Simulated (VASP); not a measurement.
# Sr (I4/mmm) in VASP: notebook

Sr is run at these levels: PBEsol; tasks: single point.

All numbers are computed with VASP 6.6.1; they aren't measurements. Logs are shortened: lines on timing, memory, paths and dates and some standing lists are left out, and cuts for length are marked.

### Step 1. The cell of the first run

It takes space group I4/mmm (No. 139, tetragonal). Conventional cell: a = 4.850 Å, b = 4.850 Å, c = 4.486 Å, α = 90.00°, β = 90.00°, γ = 90.00°. Sr (site symmetry 4/mmm) has 14 Sr at 4.10 to 4.85 Å within 5.4 Å.

### Step 2. Single point, PBEsol (strain -0.0750 x Voigt [0, 1, 0, 0, 0, 0])

File INCAR:

```
SYSTEM = Sr
  PREC = Accurate
  ENCUT = 520
  EDIFF = 1E-7
  ISMEAR = 0
  SIGMA = 0.15
  LREAL = .FALSE.
  LASPH = .TRUE.
  NELM = 80
  ALGO = Fast
  ISIF = 2
  LWAVE = .FALSE.
  LCHARG = .TRUE.
  GGA = PS
  LELF = .TRUE.
  LVHAR = .TRUE.
  NBANDS = 11
```

File KPOINTS:

```
regular mesh
0
G
  14 14 14
  0 0 0
```

File POSCAR:

```
Sr
1.0
   -2.4250000000      2.2431250000      2.4250000000
    2.4250000000     -2.2431250000      2.4250000000
    2.4250000000      2.2431250000     -2.4250000000
Sr
1
Direct
    0.0000000000      0.0000000000      0.0000000000
```

Potentials or basis: VASP PAW PBE potentials, release 64 (Sr_sv).

On the command line:

```
$ cat potpaw_PBE.64/Sr_sv/POTCAR > POTCAR
$ mpirun -np 1 vasp_std > vasp.out
```

OUTCAR:

```text
SYSTEM = Sr
   PREC = Accurate
   ENCUT = 520
   EDIFF = 1E-7
   ISMEAR = 0
   LREAL = .FALSE.
   LASPH = .TRUE.
   NELM = 80
   ISIF = 2
   GGA = PS

 ion  position               nearest neighbor table
   1  0.000  0.000  0.000-

  LATTYP: Found a body centered tetragonal cell.
 ALAT       =     4.8500000000
 C/A-ratio  =     0.9250000000

  Lattice vectors:

 A1 = (  -2.4250000000,  -2.2431250000,   2.4250000000)
 A2 = (   2.4250000000,  -2.2431250000,  -2.4250000000)
 A3 = (   2.4250000000,   2.2431250000,   2.4250000000)

Analysis of symmetry for initial positions (statically):
=====================================================================
 Subroutine PRICEL returns:
 Original cell was already a primitive cell.

 Routine SETGRP: Setting up the symmetry group for a
 body centered tetragonal supercell.

 Subroutine GETGRP returns: Found 16 space group operations
 (whereof 16 operations were pure point group operations)
 out of a pool of 16 trial point group operations.

The static configuration has the point symmetry D_4h.

Analysis of symmetry for dynamics (positions and initial velocities):
=====================================================================
 Subroutine PRICEL returns:
 Original cell was already a primitive cell.

 Routine SETGRP: Setting up the symmetry group for a
 body centered tetragonal supercell.

 Subroutine GETGRP returns: Found 16 space group operations
 (whereof 16 operations were pure point group operations)
 out of a pool of 16 trial point group operations.

The dynamic configuration has the point symmetry D_4h.

 Subroutine INISYM returns: Found 16 space group operations
 (whereof 16 operations are pure point group operations),
 and found     1 'primitive' translations

----------------------------------------------------------------------------------------

                                     Primitive cell

  volume of cell :      52.7639

  direct lattice vectors                    reciprocal lattice vectors
    -2.425000000  2.243125000  2.425000000     0.000000000  0.222903316  0.206185567
     2.425000000 -2.243125000  2.425000000     0.206185567  0.000000000  0.206185567
     2.425000000  2.243125000 -2.425000000     0.206185567  0.222903316  0.000000000

  length of vectors
     4.097909194  4.097909194  4.097909194     0.303641855  0.291590425  0.303641855

  position of ions in fractional coordinates (direct lattice)
     0.000000000  0.000000000  0.000000000

  ion indices of the primitive-cell ions
   primitive index   ion index
                 1           1

----------------------------------------------------------------------------------------

 KPOINTS: regular mesh

Automatic generation of k-mesh.
 Grid dimensions read from file:
 generate k-points for:   14   14   14

 Generating k-lattice:

  Cartesian coordinates                     Fractional coordinates (reciprocal lattice)
     0.000000000  0.015921665  0.014727541     0.071428571  0.000000000  0.000000000
     0.014727541  0.000000000  0.014727541     0.000000000  0.071428571  0.000000000
     0.014727541  0.015921665  0.000000000     0.000000000  0.000000000  0.071428571

  Length of vectors
     0.021688704  0.020827888  0.021688704

  Shift w.r.t. Gamma in fractional coordinates (k-lattice)
     0.000000000  0.000000000  0.000000000

 Subroutine IBZKPT returns following result:
 ===========================================

 Found    244 irreducible k-points:

 Following reciprocal coordinates:
            Coordinates               Weight
  0.000000  0.000000  0.000000      1.000000
  0.071429  0.000000  0.000000      8.000000
  0.142857  0.000000 -0.000000      8.000000
  0.214286  0.000000 -0.000000      8.000000
  0.285714  0.000000 -0.000000      8.000000
  0.357143  0.000000 -0.000000      8.000000
[... 16 lines left out ...]
  0.071429  0.142857 -0.000000     16.000000
  0.142857  0.142857 -0.000000     16.000000
 [... further k-points ...]
   k-points           NKPTS =    244   k-points in BZ     NKDIM =    244   number of bands    NBANDS=     11
   number of dos      NEDOS =    301   number of ions     NIONS =      1
   total plane-waves  NPLWV =  27000
   dimension x,y,z NGX =    30 NGY =   30 NGZ =   30
   dimension x,y,z NGXF=    60 NGYF=   60 NGZF=   60
   ions per type =               1
   NGX,Y,Z   is equivalent  to a cutoff of  12.17, 12.17, 12.17 a.u.
   NGXF,Y,Z  is equivalent  to a cutoff of  24.34, 24.34, 24.34 a.u.
 SYSTEM =  Sr
   PREC   = accura    normal or accurate (medium, high low for compatibility)
   ISTART =      0    job   : 0-new  1-cont  2-samecut
   ICHARG =      2    charge: 1-file 2-atom 10-const
   ISPIN  =      1    spin polarized calculation?
   LNONCOLLINEAR =      F non collinear calculations
   LSORBIT =      F    spin-orbit coupling
   LASPH  =      T    aspherical Exc in radial PAW
   ENCUT  =  520.0 eV  38.22 Ry    6.18 a.u.   7.62  7.62  7.62*2*pi/ulx,y,z
   NELM   =     80;   NELMIN=  2; NELMDL= -5     # of ELM steps
   EDIFF  = 0.1E-06   stopping-criterion for ELM
   LREAL  =      F    real-space projection
   EDIFFG = 0.1E-05   stopping-criterion for IOM
   NSW    =      0    number of steps for IOM
   IBRION =     -1    ionic relax: 0-MD 1-quasi-New 2-CG
   NFREE  =      0    steps in history (QN), initial steepest desc. (CG)
   ISIF   =      2    stress and relaxation
   ISYM   =      2    0-nonsym 1-usesym 2-fastsym
   POTIM  = 0.5000    time-step for ionic-motion
   TEBEG  =    0.0;   TEEND  =   0.0 temperature during run
   PSTRESS=    0.0 pullay stress
   NELECT =      10.0000    total number of electrons
   NUPDOWN=      -1.0000    fix difference up-down
   EMIN   =  10.00;   EMAX   =-10.00  energy-range for DOS
   EFERMI =   0.00;   METHOD = LEGACY
   ISMEAR =     0;   SIGMA  =   0.15  broadening in eV -4-tet -1-fermi 0-gaus
   EFERMI_NEDOS =   21; number of points for ismear=-14 and -15
   IALGO  =     68    algorithm
   IMIX   =      4    mixing-type and parameters
     AMIX     =   0.40;   BMIX     =  1.00
     AMIX_MAG =   1.60;   BMIX_MAG =  1.00
  volume/ion in A,a.u.               =      52.76       356.07
  Fermi-wavevector in a.u.,A,eV,Ry     =   0.940364  1.777030 12.031412  0.884284
  Thomas-Fermi vector in A             =   2.067768
   LORBIT       =      0    0 simple, 1 ext, 2 COOP (PROOUT), +10 PAW based schemes
   GGA     = PS    functional components
   LHFCALC =     F    Hartree Fock is set to
   AEXX    =    0.0000 exact exchange contribution
   IVDW    =     0    specifies the selected vdW correction
   LEPSILON=     F    determine dielectric tensor
   LRPA    =     F    only Hartree local field effects (RPA)
 non-spin polarized calculation
 RMM-DIIS sequential band-by-band and
 Gauss-broadening in eV      SIGMA  =   0.15
  energy-cutoff  :      520.00
  volume of cell :       52.76
 maximum number of plane-waves:      1440
   NGX = 15   NGY = 15   NGZ = 15

 number of electron      10.0000000 magnetization

 Free energy of the ion-electron system (eV)
  ---------------------------------------------------
  ext. energy  EPLUGINS =         0.00000000
  ---------------------------------------------------
  free energy    TOTEN  =        -1.83835966 eV

  energy without entropy =       -1.82496827  energy(sigma->0) =       -1.83166396

 E-fermi :   1.6279     XC(G=0):  -7.5595

 val. band max:        1.6216026571   @ k =   0.3571   0.2857   0.0714
 cond. band min:       1.6416351998   @ k =  -0.2857  -0.4286   0.1429
 fundamental gap:      0.0200325427
 Fermi energy:         1.6279108029

 k-point     1 :       0.0000    0.0000    0.0000
  band No.  band energies     occupation
      1     -34.8186      2.00000
      2     -16.7131      2.00000
      3     -16.7081      2.00000
      4     -16.7081      2.00000
      5      -2.0801      2.00000
      6       3.7401      0.00000
      7       4.2335      0.00000
      8       4.2335      0.00000
      9       5.0676      0.00000
     10       5.7599      0.00000
     11       9.6525      0.00000

 k-point     2 :       0.0714    0.0000    0.0000
  band No.  band energies     occupation
      1     -34.8177      2.00000
      2     -16.7234      2.00000
      3     -16.7121      2.00000
      4     -16.7103      2.00000
      5      -1.9863      2.00000
      6       3.7373      0.00000
      7       4.1642      0.00000
      8       4.2308      0.00000
      9       5.0550      0.00000
     10       5.6492      0.00000
     11       9.8617      0.00000

 k-point     3 :       0.1429    0.0000   -0.0000
  band No.  band energies     occupation
      1     -34.8150      2.00000
      2     -16.7563      2.00000
      3     -16.7233      2.00000
      4     -16.7118      2.00000
      5      -1.7120      2.00000
      6       3.6123      0.00000
      7       3.8885      0.00000
      8       4.3805      0.00000
      9       5.0855      0.00000
     10       5.4856      0.00000
     11      10.1597      0.00000

 k-point     4 :       0.2143    0.0000   -0.0000
  band No.  band energies     occupation
      1     -34.8111      2.00000
      2     -16.8037      2.00000
      3     -16.7394      2.00000
      4     -16.7136      2.00000
      5      -1.2791      2.00000
      6       3.3573      0.00000
      7       3.4245      0.00000
      8       4.7687      0.00000
      9       5.2359      0.00000
     10       5.4165      0.00000
     11       9.8441      0.00000
[... 239 lines left out ...]
 k-point    22 :       0.0000    0.1429    0.0000
  band No.  band energies     occupation
      1     -34.8153      2.00000
      2     -16.7534      2.00000
      3     -16.7257      2.00000
      4     -16.7067      2.00000
      5      -1.7420      2.00000
      6       3.5287      0.00000
      7       3.9923      0.00000
      8       4.5742      0.00000
      9       4.7800      0.00000
     10       5.6740      0.00000
     11      10.0197      0.00000

 k-point    23 :       0.0714    0.1429   -0.0000
  band No.  band energies     occupation
      1     -34.8130      2.00000
      2     -16.7822      2.00000
      3     -16.7318      2.00000
      4     -16.7104      2.00000
      5      -1.4913      2.00000
      6       3.3385      0.00000
      7       3.8130      0.00000
      8       4.6930      0.00000
      9       4.8464      0.00000
     10       5.6742      0.00000
     11      10.1058      0.00000

 k-point    24 :       0.1429    0.1429   -0.0000
  band No.  band energies     occupation
      1     -34.8095      2.00000
      2     -16.8202      2.00000
      3     -16.7438      2.00000
      4     -16.7177      2.00000
      5      -1.0825      2.00000
      6       3.0690      0.00000
      7       3.4738      0.00000
      8       4.7933      0.00000
      9       5.1871      0.00000
     10       5.7200      0.00000
     11       9.4938      0.00000

 [... further k-points ...]

------------------------ aborting loop because EDIFF is reached ----------------------------------------

  FORCE on cell =-STRESS in cart. coord.  units (eV):
  Direction    XX          YY          ZZ          XY          YZ          ZX
  --------------------------------------------------------------------------------------
  -------------------------------------------------------------------------------------
  Total       -0.1492029     -0.0197460     -0.1492029      0.0000000      0.0000000      0.0000000
  in kB       -4.5305488     -0.5995889     -4.5305488      0.0000000      0.0000000      0.0000000
  external PRESSURE =      -3.2202289 kB  Pullay stress =       0.0000000 kB

 VOLUME and BASIS-vectors are now :
 -----------------------------------------------------------------------------
  energy-cutoff  :      520.00
  volume of cell :       52.76
      direct lattice vectors                 reciprocal lattice vectors
    -2.425000000  2.243125000  2.425000000     0.000000000  0.222903316  0.206185567
     2.425000000 -2.243125000  2.425000000     0.206185567  0.000000000  0.206185567
     2.425000000  2.243125000 -2.425000000     0.206185567  0.222903316  0.000000000

 POSITION                                       TOTAL-FORCE (eV/Angst)
 -----------------------------------------------------------------------------------
      0.00000      0.00000      0.00000         0.000000      0.000000      0.000000
 -----------------------------------------------------------------------------------
    total drift:                               -0.000000     -0.000000      0.000000

  FREE ENERGIE OF THE ION-ELECTRON SYSTEM (eV)
  ---------------------------------------------------
  free  energy   TOTEN  =        -1.8383596635 eV

  energy  without entropy=       -1.8249682660  energy(sigma->0) =       -1.83166396
```

Run time: 62 s. Hardware: 1 thread of Intel Xeon 6975P-C (Granite Rapids), shared host; peak memory 0.27 GiB.

Results:

* Free energy: -1.8384 eV
* Pressure: -0.3 GPa
* Band gap on the k mesh: zero (bands 5 and 6 overlap by 0.34 eV)

Levels at points of the mesh, in eV from the Fermi level:
| k point | band 2 | band 3 | band 4 | band 5 | band 6 | band 7 | band 8 | band 9 |
| --- | --- | --- | --- | --- | --- | --- | --- | --- |
| (0.00, 0.00, 0.00) | -18.34 | -18.34 | -18.34 | -3.71 | 2.11 | 2.61 | 2.61 | 3.44 |
| (0.50, 0.00, 0.00) | -18.57 | -18.42 | -18.35 | -0.98 | 0.39 | 1.05 | 3.69 | 4.59 |
| (0.00, 0.50, 0.00) | -18.57 | -18.41 | -18.33 | -1.14 | 0.15 | 1.58 | 3.25 | 4.12 |
| (0.50, 0.50, 0.50) | -18.51 | -18.51 | -18.48 | -0.25 | -0.11 | 3.43 | 3.43 | 4.53 |

Caveat: the cell differs from its parent crystal (strain -0.0750 x Voigt [0, 1, 0, 0, 0, 0]); the PAW data sets were made with another functional, which shifts forces and pressure a little.

### Step 3. Single point, PBEsol (strain +0.0750 x Voigt [0, 1, 0, 0, 0, 0])

File INCAR:

```
SYSTEM = Sr
PREC     = Accurate       ! precision mode
ENCUT    = 520            ! plane-wave cutoff, eV
EDIFF    = 1E-6           ! SCF threshold, eV
ISMEAR   = 0              ! smearing method
SIGMA    = 0.15           ! smearing width, eV
LREAL    = .FALSE.        ! projectors in reciprocal space
LASPH    = .TRUE.         ! aspherical terms in the spheres
NELM     = 60             ! most SCF steps
ALGO     = Fast           ! electronic algorithm
ISIF     = 2              ! what is computed and relaxed
LWAVE    = .FALSE.        ! write WAVECAR
LCHARG   = .FALSE.        ! write CHGCAR
GGA      = PS             ! functional
NBANDS   = 11             ! bands
```

KPOINTS is that of step 2.

File POSCAR:

```
Sr
1.0
   -2.4250000000      2.6068750000      2.4250000000
    2.4250000000     -2.6068750000      2.4250000000
    2.4250000000      2.6068750000     -2.4250000000
Sr
1
Direct
    0.0000000000      0.0000000000      0.0000000000
```

Potentials or basis: VASP PAW PBE potentials, release 64 (Sr_sv).

On the command line:

```
$ cat potpaw_PBE.64/Sr_sv/POTCAR > POTCAR
$ mpirun -np 1 vasp_std > vasp.out
```

Wall time 40 s (1 thread of Intel Xeon 6975P-C (Granite Rapids), shared host); peak memory 0.3 GiB.

It converged, with:

| Item | Value |
| --- | --- |
| Free energy | -1.7846 eV |
| Pressure | -1.6 GPa |
| Band gap on the k mesh | zero (bands 5 and 6 overlap by 0.18 eV) |

Levels at points of the mesh, in eV from the Fermi level:
| k point | band 3 | band 4 | band 5 | band 6 | band 7 | band 8 |
| --- | --- | --- | --- | --- | --- | --- |
| (0.00, 0.00, 0.00) | -18.69 | -18.69 | -3.50 | 2.11 | 2.11 | 2.47 |
| (0.50, 0.00, 0.00) | -18.74 | -18.69 | -1.01 | 0.04 | 1.33 | 3.00 |
| (0.00, 0.50, 0.00) | -18.74 | -18.70 | -0.87 | 0.22 | 0.93 | 3.48 |
| (0.50, 0.50, 0.50) | -18.78 | -18.78 | -0.09 | 0.06 | 2.60 | 3.50 |

Caveat: the cell differs from its parent crystal (strain +0.0750 x Voigt [0, 1, 0, 0, 0, 0]); the PAW data sets were made with another functional, which shifts forces and pressure a little.
